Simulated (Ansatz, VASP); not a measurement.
## MgS in VASP and in Ansatz

```xyz
2
Lattice="2.6244 2.6244 0.0000 -2.6244 2.6244 0.0000 0.0000 2.6244 2.6244" Properties=species:S:1:pos:R:3 pbc="T T T"
Mg    0.0000    0.0000    0.0000
S     0.0000    2.6244    0.0000
```

Alike in both runs: task single point; functional r2SCAN; k mesh 8 × 8 × 8; no spin polarisation.

|  | VASP | Ansatz |
| --- | --- | --- |
| version | VASP 6.6.1 | Ansatz 0.2.0 |
| potentials or method | VASP PAW PBE potentials, release 64 (Mg, S) | PAW with Ansatz's default frozen-core files, scalar-relativistic |
| plane-wave cutoff (eV) | 520 | 500 |
| occupations | gaussian, width 0.01 eV | fixed |
| valence electrons in the cell | 8 | 16 |

Ansatz gave:

| Quantity | Value |
| --- | --- |
| gap on the k mesh at the Fermi level (eV) | 3.41 |
| pressure (GPa) | -2.0 |

Problem. Which values does VASP return?

Solution. gap on the k mesh at the Fermi level (eV): 3.38; pressure (GPa): -2.5.

VASP's potentials were made for PBE, not for r2SCAN. VASP's potentials hold 8 valence electrons a cell and Ansatz's 16, so a difference there can come from the potentials and not from the codes.
